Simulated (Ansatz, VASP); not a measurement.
K: VASP beside Ansatz

Contents of INCAR:

```
SYSTEM = K
ALGO     = Normal         ! electronic algorithm
EDIFF    = 1E-6           ! SCF threshold, eV
ENCUT    = 520            ! plane-wave cutoff, eV
GGA      = PE             ! functional
ISIF     = 2              ! what is computed and relaxed
ISMEAR   = -1             ! smearing method
LASPH    = .True.         ! aspherical terms in the spheres
LCHARG   = .True.         ! write CHGCAR
LELF     = .True.         ! ELF
LREAL    = .False.        ! projectors in reciprocal space
LVHAR    = .True.       
LWAVE    = .False.        ! write WAVECAR
NBANDS   = 20             ! bands
NELM     = 60             ! most SCF steps
PREC     = Accurate       ! precision mode
SIGMA    = 0.1            ! smearing width, eV
```

The input KPOINTS:

```
k-points
0
Gamma
  5 5 7
  0 0 0
```

The input POSCAR:

```
K
1.0
    5.5759376155      0.0000000000      0.0000000000
   -2.7879688078      4.8289036250      0.0000000000
    0.0000000000      0.0000000000      3.3134077198
K
3
Direct
    0.0000000000      0.0000000000      0.0000000000
    0.3333333333      0.6666666667      0.5000000000
    0.6666666667      0.3333333333      0.5000000000
```

Input for Ansatz:

```yaml
crystal:
  lattice:
    - [5.5759376155, 0.0, 0.0]
    - [-2.7879688078, 4.828903625, 0.0]
    - [0.0, 0.0, 3.3134077198]
  atoms:
    - { symbol: K, position: [0.0, 0.0, 0.0] }
    - { symbol: K, position: [0.3333333333, 0.6666666667, 0.5] }
    - { symbol: K, position: [0.6666666667, 0.3333333333, 0.5] }
kpoints:
  mp_grid: { grid: [5, 5, 7] }
scf:
  occupations: { method: fermi_dirac, width: 0.1 }
hamiltonian:
  xc: pbe
  pseudopotentials: { kind: all_electron, datasets: crystal }
output:
  forces: true
  stress: true
  eigenvalues: true
```

Change from the starting cell: volume scaled by 0.4, crystal datasets.

Alike in both runs: task single point; functional PBE; k mesh 5 × 5 × 7; occupations fermi-dirac, width 0.1 eV; no spin polarisation.

```csv
,VASP,Ansatz
version,VASP 6.6.1,Ansatz 0.2.0
potentials or method,"VASP PAW PBE potentials, release 64 (K_sv), cutoff 520 eV","all-electron PAW with datasets made for the crystal, scalar-relativistic"
```

|  | VASP | Ansatz | Ansatz less VASP |
| --- | --- | --- | --- |
| pressure (GPa) | 16.3 | 16.3 | -0.02 |
| traceless stress, the component that is largest in VASP (GPa) | 0.13 | 0.12 | -0.001 |

Ansatz ran all-electron here, and VASP with PAW potentials.
